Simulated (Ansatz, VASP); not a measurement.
## KCl: VASP beside Ansatz

File POSCAR:

```
KCl
1.0
    0.0560547066      3.5265110673      3.5265110673
    3.5265110673      0.0560547066      3.5265110673
    3.5265110673      3.5265110673      0.0560547066
K Cl
1 1
Direct
    0.0018627498      0.0018627498      0.0018627498
    0.2481372502      0.2481372502      0.2481372502
```

INCAR.step1

```
PREC = Accurate
ENCUT = 520
EDIFF = 1E-5
ISMEAR = 0
SIGMA = 0.01
LREAL = F
LASPH = T
NELM = 100
ALGO = Normal
ISIF = 2
LWAVE = T
GGA = PE
NBANDS = 15
```

The input INCAR.step2:

```
PREC = Accurate
ENCUT = 520
EDIFF = 1E-6
ISMEAR = 0
SIGMA = 0.01
LREAL = F
LASPH = T
NELM = 100
ALGO = Normal
ISIF = 2
LWAVE = F
LCHARG = T
GGA = PE
LHFCALC = T
HFSCREEN = 0.2079
PRECFOCK = Normal
LELF = T
LVHAR = T
ISTART = 1
NBANDS = 15
```

File KPOINTS:

```
regular mesh
0
Gamma
  4 4 4
```

Input for Ansatz:

```yaml
crystal:
  lattice:
    - [0.0560547066, 3.5265110673, 3.5265110673]
    - [3.5265110673, 0.0560547066, 3.5265110673]
    - [3.5265110673, 3.5265110673, 0.0560547066]
  atoms:
    - { symbol: K, position: [0.0018627498, 0.0018627498, 0.0018627498] }
    - { symbol: Cl, position: [0.2481372502, 0.2481372502, 0.2481372502] }
kpoints:
  mp_grid: { grid: [4, 4, 4] }
  band_path:
    path:
      - [0.0, 0.0, 0.0]
      - [-0.5, -0.5, 0.0]
      - [-0.375, -0.375, 0.25]
      - [-0.375, 0.0, 0.375]
      - [0.0, 0.0, 0.5]
      - [-0.5, -0.25, 0.25]
      - [0.0, 0.5, 0.5]
    npoints: 1
hamiltonian:
  xc: hse06
scf:
  occupations: { method: fixed }
  n_extra_bands: 4
output:
  forces: true
  stress: true
  eigenvalues: true
```

Change from the starting cell: epitaxial_111 strain -1.1%.

Alike in both runs: task single point; functional HSE06; k mesh 4 × 4 × 4; no spin polarisation.

```csv
,VASP,Ansatz
version,VASP 6.6.1,Ansatz 0.2.0
potentials or method,"VASP PAW PBE potentials, release 64 (K_sv, Cl)","plane waves, PAW"
plane-wave cutoff (eV),520,420
occupations,"gaussian, width 0.01 eV",fixed
valence electrons in the cell,16,16
```

Ansatz gave:

```
gap on the k mesh at the Fermi level (eV) : 6.03
pressure (GPa)                            : 0.2
```

Which values does VASP return?

gap on the k mesh at the Fermi level (eV): 6.02; pressure (GPa): 0.3.

Ansatz's warnings: stress exchange threshold loose, stress scf threshold loose.
